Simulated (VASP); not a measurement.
# Sc: single point with PBE

Crystal: Sc.

```
CELL_PARAMETERS angstrom
0.00000 1.96914 1.96914
1.96914 0.00000 1.96914
1.96914 1.96914 0.00000
ATOMIC_POSITIONS crystal
Sc 0.00000 0.00000 0.00000
```

```
Program             : VASP 6.6.1
Task                : single point
Functional          : PBE
Potentials or basis : VASP PAW PBE potentials, release 64 (Sc_sv)
Cutoff              : 500 eV
k mesh              : 17 × 17 × 17
Occupations         : fermi-dirac, width 0.05 eV
Spin                : no spin polarisation
```

| Item | Value |
| --- | --- |
| Pressure | 51.4 GPa |

Levels at points of the mesh, in eV from the Fermi level:
| k point | band 1 | band 2 | band 3 | band 4 | band 5 | band 6 | band 7 | band 8 | band 9 | band 10 |
| --- | --- | --- | --- | --- | --- | --- | --- | --- | --- | --- |
| (0.00, 0.00, 0.00) | -48.45 | -26.15 | -26.15 | -26.15 | -5.49 | 2.17 | 2.17 | 2.17 | 4.68 | 4.68 |

Wall time 15 s on 1 thread of Intel(R) Xeon(R) Platinum 8488C (Sapphire Rapids), with other jobs on the host, peak memory 0.14 GiB.
